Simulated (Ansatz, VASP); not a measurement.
## Mg in VASP and in Ansatz

File INCAR:

```
PREC = Accurate
ENCUT = 520
EDIFF = 1E-7
ISMEAR = 0
SIGMA = 0.15
LREAL = False
LASPH = True
NELM = 100
ALGO = Normal
ISIF = 2
LWAVE = False
LCHARG = False
GGA = PE
NBANDS = 9
```

The input KPOINTS:

```
Automatic mesh
0
Gamma
  18 18 10
```

POSCAR

```
Mg
1.0
    3.1575000353      0.0000000000      0.0000000000
   -1.5787500176      2.7344752430      0.0000000000
    0.0000000000      0.0000000000      5.3825916074
Mg
2
Direct
    0.3333333333      0.6666666667      0.2500000000
    0.6666666667      0.3333333333      0.7500000000
```

Input for Ansatz:

```yaml
crystal:
  lattice:
    - [3.1575000353, 0.0, 0.0]
    - [-1.5787500176, 2.734475243, 0.0]
    - [0.0, 0.0, 5.3825916074]
  atoms:
    - { symbol: Mg, position: [0.3333333333, 0.6666666667, 0.25] }
    - { symbol: Mg, position: [0.6666666667, 0.3333333333, 0.75] }
basis:
  ecutwfc: 420
kpoints:
  mp_grid: { grid: [18, 18, 10] }
hamiltonian:
  xc: pbe
scf:
  occupations: { method: gaussian, width: 0.15 }
output:
  forces: true
  stress: true
  eigenvalues: true
```

Alike in both runs: task single point; functional PBE; k mesh 18 × 18 × 10; occupations gaussian, width 0.15 eV; no spin polarisation.

|  | VASP | Ansatz |
| --- | --- | --- |
| version | VASP 6.6.1 | Ansatz 0.2.0 |
| potentials or method | VASP PAW PBE potentials, release 64 (Mg), cutoff 520 eV | scalar-relativistic, plane waves, PAW |
| valence electrons in the cell | 4 | 20 |

```tsv
	VASP	Ansatz	Ansatz less VASP
gap on the k mesh at the Fermi level (eV)	none	none	-
pressure (GPa)	-0.4	-0.3	+0.13
traceless stress, the component that is largest in VASP (GPa)	-1.51	-1.51	-0.001
```

A gap of «none» marks a metal or a gap that the smearing closes. With one functional, cell and mesh, what is left measures potentials, basis and numerics. VASP's potentials hold 4 valence electrons a cell and Ansatz's 20, so a difference there can come from the potentials and not from the codes.
